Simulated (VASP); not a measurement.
# Ir (Fm-3m) in VASP: notebook

Ir is run at these levels: LDA; tasks: single point.

Program: VASP 6.6.1. These are calculated values, not measurements. Logs are shortened: lines on timing, memory, paths and dates and some standing lists are left out, and cuts for length are marked.

**1. The cell of the first run**

It takes space group Fm-3m (No. 225, cubic). Conventional cell: a = 3.839 Å, b = 3.839 Å, c = 3.839 Å, α = 90.00°, β = 90.00°, γ = 90.00°. Ir (site symmetry m-3m) has 12 Ir at 2.71 Å within 3.6 Å.

**2. Single point, LDA**

INCAR

```
PREC = Accurate
ENCUT = 560
EDIFF = 1E-6
ISMEAR = 0
SIGMA = 0.15
LREAL = F
LASPH = T
NELM = 120
ALGO = Normal
ISIF = 2
LWAVE = F
LCHARG = F
GGA = CA
NBANDS = 14
GGA_COMPAT = F
```

KPOINTS

```
regular mesh
0
Gamma
  8 8 8
```

POSCAR

```
Ir
1.0
    0.0000000000      1.9197000000      1.9197000000
    1.9197000000      0.0000000000      1.9197000000
    1.9197000000      1.9197000000      0.0000000000
Ir
1
Direct
    0.0000000000      0.0000000000      0.0000000000
```

Potentials or basis: VASP PAW LDA potentials, release 64 (Ir_sv_GW).

Launch:

```
cat potpaw_LDA.64/Ir_sv_GW/POTCAR > POTCAR
mpirun -np 1 vasp_std > vasp.out
```

OUTCAR:

```text
PREC = Accurate
   ENCUT = 560
   EDIFF = 1E-6
   ISMEAR = 0
   LREAL = F
   LASPH = T
   NELM = 120
   ISIF = 2
   GGA = CA

 ion  position               nearest neighbor table
   1  0.000  0.000  0.000-

  LATTYP: Found a face centered cubic cell.
 ALAT       =     3.8394000000

  Lattice vectors:

 A1 = (   0.0000000000,   1.9197000000,   1.9197000000)
 A2 = (   1.9197000000,   0.0000000000,   1.9197000000)
 A3 = (   1.9197000000,   1.9197000000,   0.0000000000)

Analysis of symmetry for initial positions (statically):
=====================================================================
 Subroutine PRICEL returns:
 Original cell was already a primitive cell.

 Routine SETGRP: Setting up the symmetry group for a
 face centered cubic supercell.

 Subroutine GETGRP returns: Found 48 space group operations
 (whereof 48 operations were pure point group operations)
 out of a pool of 48 trial point group operations.

The static configuration has the point symmetry O_h .

Analysis of symmetry for dynamics (positions and initial velocities):
=====================================================================
 Subroutine PRICEL returns:
 Original cell was already a primitive cell.

 Routine SETGRP: Setting up the symmetry group for a
 face centered cubic supercell.

 Subroutine GETGRP returns: Found 48 space group operations
 (whereof 48 operations were pure point group operations)
 out of a pool of 48 trial point group operations.

The dynamic configuration has the point symmetry O_h .

 Subroutine INISYM returns: Found 48 space group operations
 (whereof 48 operations are pure point group operations),
 and found     1 'primitive' translations

----------------------------------------------------------------------------------------

                                     Primitive cell

  volume of cell :      14.1491

  direct lattice vectors                    reciprocal lattice vectors
     0.000000000  1.919700000  1.919700000    -0.260457363  0.260457363  0.260457363
     1.919700000  0.000000000  1.919700000     0.260457363 -0.260457363  0.260457363
     1.919700000  1.919700000  0.000000000     0.260457363  0.260457363 -0.260457363

  length of vectors
     2.714865776  2.714865776  2.714865776     0.451125386  0.451125386  0.451125386

  position of ions in fractional coordinates (direct lattice)
     0.000000000  0.000000000  0.000000000

  ion indices of the primitive-cell ions
   primitive index   ion index
                 1           1

----------------------------------------------------------------------------------------

 KPOINTS: regular mesh

Automatic generation of k-mesh.
 Grid dimensions read from file:
 generate k-points for:    8    8    8

 Generating k-lattice:

  Cartesian coordinates                     Fractional coordinates (reciprocal lattice)
    -0.032557170  0.032557170  0.032557170     0.125000000  0.000000000  0.000000000
     0.032557170 -0.032557170  0.032557170     0.000000000  0.125000000  0.000000000
     0.032557170  0.032557170 -0.032557170     0.000000000  0.000000000  0.125000000

  Length of vectors
     0.056390673  0.056390673  0.056390673

  Shift w.r.t. Gamma in fractional coordinates (k-lattice)
     0.000000000  0.000000000  0.000000000

 Subroutine IBZKPT returns following result:
 ===========================================

 Found     29 irreducible k-points:

 Following reciprocal coordinates:
            Coordinates               Weight
  0.000000  0.000000  0.000000      1.000000
  0.125000  0.000000  0.000000      8.000000
  0.250000  0.000000  0.000000      8.000000
  0.375000  0.000000  0.000000      8.000000
  0.500000  0.000000  0.000000      4.000000
  0.125000  0.125000  0.000000      6.000000
[... 16 lines left out ...]
  0.500000  0.250000  0.125000     48.000000
 -0.375000  0.250000  0.125000     24.000000
 [... further k-points ...]
   k-points           NKPTS =     29   k-points in BZ     NKDIM =     29   number of bands    NBANDS=     14
   number of dos      NEDOS =    301   number of ions     NIONS =      1
   total plane-waves  NPLWV =  13824
   dimension x,y,z NGX =    24 NGY =   24 NGZ =   24
   dimension x,y,z NGXF=    48 NGYF=   48 NGZF=   48
   ions per type =               1
   NGX,Y,Z   is equivalent  to a cutoff of  14.70, 14.70, 14.70 a.u.
   NGXF,Y,Z  is equivalent  to a cutoff of  29.39, 29.39, 29.39 a.u.
 SYSTEM =  unknown system
   PREC   = accura    normal or accurate (medium, high low for compatibility)
   ISTART =      0    job   : 0-new  1-cont  2-samecut
   ICHARG =      2    charge: 1-file 2-atom 10-const
   ISPIN  =      1    spin polarized calculation?
   LNONCOLLINEAR =      F non collinear calculations
   LSORBIT =      F    spin-orbit coupling
   LASPH  =      T    aspherical Exc in radial PAW
   ENCUT  =  560.0 eV  41.16 Ry    6.42 a.u.   5.24  5.24  5.24*2*pi/ulx,y,z
   NELM   =    120;   NELMIN=  2; NELMDL= -5     # of ELM steps
   EDIFF  = 0.1E-05   stopping-criterion for ELM
   LREAL  =      F    real-space projection
   EDIFFG = 0.1E-04   stopping-criterion for IOM
   NSW    =      0    number of steps for IOM
   IBRION =     -1    ionic relax: 0-MD 1-quasi-New 2-CG
   NFREE  =      0    steps in history (QN), initial steepest desc. (CG)
   ISIF   =      2    stress and relaxation
   ISYM   =      2    0-nonsym 1-usesym 2-fastsym
   POTIM  = 0.5000    time-step for ionic-motion
   TEBEG  =    0.0;   TEEND  =   0.0 temperature during run
   PSTRESS=    0.0 pullay stress
   NELECT =      17.0000    total number of electrons
   NUPDOWN=      -1.0000    fix difference up-down
   EMIN   =  10.00;   EMAX   =-10.00  energy-range for DOS
   EFERMI =   0.00;   METHOD = LEGACY
   ISMEAR =     0;   SIGMA  =   0.15  broadening in eV -4-tet -1-fermi 0-gaus
   EFERMI_NEDOS =   21; number of points for ismear=-14 and -15
   IALGO  =     38    algorithm
   IMIX   =      4    mixing-type and parameters
     AMIX     =   0.40;   BMIX     =  1.00
     AMIX_MAG =   1.60;   BMIX_MAG =  1.00
  volume/ion in A,a.u.               =      14.15        95.48
  Fermi-wavevector in a.u.,A,eV,Ry     =   1.740395  3.288869 41.211694  3.028974
  Thomas-Fermi vector in A             =   2.813052
   LORBIT       =      0    0 simple, 1 ext, 2 COOP (PROOUT), +10 PAW based schemes
   GGA     = CA    functional components
   LHFCALC =     F    Hartree Fock is set to
   AEXX    =    0.0000 exact exchange contribution
   IVDW    =     0    specifies the selected vdW correction
   LEPSILON=     F    determine dielectric tensor
   LRPA    =     F    only Hartree local field effects (RPA)
 non-spin polarized calculation
 Gauss-broadening in eV      SIGMA  =   0.15
  energy-cutoff  :      560.00
  volume of cell :       14.15
 maximum number of plane-waves:       444
 NGX is ok and might be reduce to    24
   NGX = 11   NGY = 11   NGZ = 11

 number of electron      17.0000000 magnetization

 Free energy of the ion-electron system (eV)
  ---------------------------------------------------
  ext. energy  EPLUGINS =         0.00000000
  ---------------------------------------------------
  free energy    TOTEN  =       -10.83111129 eV

  energy without entropy =      -10.81079576  energy(sigma->0) =      -10.82095352

 E-fermi :  12.6955     XC(G=0): -14.7831

 val. band max:       12.6564858611   @ k =  -0.3750   0.1250   0.0000
 cond. band min:      12.7168096688   @ k =  -0.3750   0.2500   0.0000
 fundamental gap:      0.0603238077
 Fermi energy:        12.6955477949

 k-point     1 :       0.0000    0.0000    0.0000
  band No.  band energies     occupation
      1     -79.8784      2.00000
      2     -36.5431      2.00000
      3     -36.5431      2.00000
      4     -36.5431      2.00000
      5       1.5656      2.00000
      6       8.7431      2.00000
      7       8.7431      2.00000
      8       8.7431      2.00000
      9      11.4795      2.00000
     10      11.4795      2.00000
     11      26.2900      0.00000
     12      31.7814      0.00000
     13      31.7814      0.00000
     14      31.7814      0.00000

 k-point     2 :       0.1250    0.0000    0.0000
  band No.  band energies     occupation
      1     -79.8692      2.00000
      2     -36.6651      2.00000
      3     -36.5600      2.00000
      4     -36.5600      2.00000
      5       2.2418      2.00000
      6       8.4223      2.00000
      7       9.0071      2.00000
      8       9.0071      2.00000
      9      11.3324      2.00000
     10      11.3324      2.00000
     11      27.4077      0.00000
     12      29.4825      0.00000
     13      32.9283      0.00000
     14      32.9283      0.00000

 k-point     3 :       0.2500    0.0000    0.0000
  band No.  band energies     occupation
      1     -79.8458      2.00000
      2     -36.9515      2.00000
      3     -36.6004      2.00000
      4     -36.6004      2.00000
      5       3.7731      2.00000
      6       8.2483      2.00000
      7       9.1954      2.00000
      8       9.1954      2.00000
      9      11.6439      2.00000
     10      11.6439      2.00000
     11      26.1551      0.00000
     12      28.9791      0.00000
     13      35.8690      0.00000
     14      35.8690      0.00000
[... 324 lines left out ...]
 k-point    23 :       0.5000    0.2500    0.1250
  band No.  band energies     occupation
      1     -79.8089      2.00000
      2     -37.1710      2.00000
      3     -36.8389      2.00000
      4     -36.6985      2.00000
      5       6.0123      2.00000
      6       7.6692      2.00000
      7       8.0467      2.00000
      8      10.3897      2.00000
      9      12.4963      1.93975
     10      15.5451      0.00000
     11      22.8556      0.00000
     12      28.0384      0.00000
     13      29.1174      0.00000
     14      33.6853      0.00000

 k-point    24 :      -0.3750    0.2500    0.1250
  band No.  band energies     occupation
      1     -79.8011      2.00000
      2     -37.2356      2.00000
      3     -36.8669      2.00000
      4     -36.7242      2.00000
      5       6.0252      2.00000
      6       7.4230      2.00000
      7       9.0552      2.00000
      8      10.0721      2.00000
      9      13.2292      0.00000
     10      17.8656      0.00000
     11      19.2951      0.00000
     12      28.1306      0.00000
     13      28.4351      0.00000
     14      31.9084      0.00000

 [... further k-points ...]
[... 5 lines left out ...]
  --------------------------------------------------------------------------------------
  -------------------------------------------------------------------------------------
  Total       -0.6542637     -0.6542637     -0.6542637      0.0000000      0.0000000      0.0000000
  in kB      -74.0855210    -74.0855210    -74.0855210      0.0000000      0.0000000      0.0000000
  external PRESSURE =     -74.0855210 kB  Pullay stress =       0.0000000 kB

 VOLUME and BASIS-vectors are now :
 -----------------------------------------------------------------------------
  energy-cutoff  :      560.00
  volume of cell :       14.15
      direct lattice vectors                 reciprocal lattice vectors
     0.000000000  1.919700000  1.919700000    -0.260457363  0.260457363  0.260457363
     1.919700000  0.000000000  1.919700000     0.260457363 -0.260457363  0.260457363
     1.919700000  1.919700000  0.000000000     0.260457363  0.260457363 -0.260457363

 POSITION                                       TOTAL-FORCE (eV/Angst)
 -----------------------------------------------------------------------------------
      0.00000      0.00000      0.00000         0.000000      0.000000      0.000000
 -----------------------------------------------------------------------------------
    total drift:                                0.000000      0.000000      0.000000

  FREE ENERGIE OF THE ION-ELECTRON SYSTEM (eV)
  ---------------------------------------------------
  free  energy   TOTEN  =       -10.8311112860 eV

  energy  without entropy=      -10.8107957626  energy(sigma->0) =      -10.82095352
```

It took 4.7 s on 1 thread of Intel Xeon Platinum 8488C (Sapphire Rapids), shared host; peak memory 0.14 GiB.

Results:

* Free energy: -10.8311 eV
* Pressure: -7.4 GPa
* Band gap on the k mesh: zero (an odd number of electrons rules out a gap without spin polarisation)

Caveat: the cell stands under tension; spin-orbit coupling is left out, which moves the levels of the heavy elements.

**3. Single point, LDA**

INCAR: that of step 2 with these lines changed.

```diff
@@ -11,4 +11,5 @@
 LWAVE = F
-LCHARG = F
-GGA = CA
+LCHARG = T
+LELF = T
+LVHAR = T
 NBANDS = 14
```

KPOINTS

```
Automatic mesh
0
Gamma
  8 8 8
```

POSCAR is that of step 2.

Potentials or basis: VASP PAW LDA potentials, release 64 (Ir_sv_GW).

Launch:

```
cat potpaw_LDA.64/Ir_sv_GW/POTCAR > POTCAR
mpirun -np 1 vasp_std > vasp.out
```

Run time: 8.8 s. Hardware: 1 thread of Intel Xeon 6975P-C (Granite Rapids), shared host; peak memory 0.13 GiB.

Results (log left out):

| Item | Value |
| --- | --- |
| Free energy | -10.8311 eV |
| Pressure | -7.4 GPa |
| Band gap on the k mesh | zero (an odd number of electrons rules out a gap without spin polarisation) |

Levels at points of the mesh, in eV from the Fermi level:
```tsv
k point	band 6	band 7	band 8	band 9	band 10	band 11
(0.00, 0.00, 0.00)	-3.95	-3.95	-3.95	-1.22	-1.22	13.59
(0.50, 0.00, 0.00)	-4.04	-4.04	-0.74	0.87	0.87	7.24
(0.50, 0.50, 0.00)	-7.40	0.86	1.43	1.43	1.69	10.50
```

Caveat: the cell stands under tension; spin-orbit coupling is left out, which moves the levels of the heavy elements.

The gap in the log of VASP goes by the Fermi energy; the results here count the filled bands.